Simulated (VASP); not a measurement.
Set up this calculation in VASP 6.6.1, as the native input.

```
Task                   : single point
Functional             : RPBE
Potentials or basis    : VASP PAW PBE potentials, release 64 (Os)
Cutoff                 : 520 eV
k mesh                 : 11 × 11 × 6
Occupations            : fermi-dirac, width 0.05 eV
Spin                   : no spin polarisation
Dipole correction      : no
Further INCAR settings : ALGO = Normal; EDIFF = 1e-06; NBANDS = 15
```

The structure of Os lies in POSCAR:

```
Os
1.0
    2.7157497827      0.0000000000      0.0000000000
   -1.3578748913      2.3519083021      0.0000000000
    0.0000000000      0.0000000000      4.2907078513
Os
2
Direct
    0.6666666667      0.3333333333      0.7500000000
    0.3333333333      0.6666666667      0.2500000000
```

One way to write it, as run:

INCAR

```
  PREC = Accurate
  ENCUT = 520
  EDIFF = 1E-6
  ISMEAR = -1
  SIGMA = 0.05
  LREAL = False
  LASPH = True
  NELM = 80
  ALGO = Normal
  ISIF = 2
  LWAVE = False
  LCHARG = True
  GGA = RP
  LELF = True
  LVHAR = True
  NBANDS = 15
```

KPOINTS

```
regular mesh
0
Gamma
  11 11 6
```

Potentials or basis: VASP PAW PBE potentials, release 64 (Os).

Run with:

```console
$ cat potpaw_PBE.64/Os/POTCAR > POTCAR
$ mpirun -np 1 vasp_std > vasp.out
```

It gave:

```json
{"Pressure": "22.3 GPa", "Band gap on the k mesh": "zero (bands 8 and 9 overlap by 4.01 eV)"}
```

Caveat: the cell stands under pressure; the PAW data sets were made with another functional, which shifts forces and pressure a little; spin-orbit coupling is left out, which moves the levels of the heavy elements.

Wall time 20 s on 1 thread of Intel Xeon 8259CL, with other jobs on the host, peak memory 0.15 GiB.
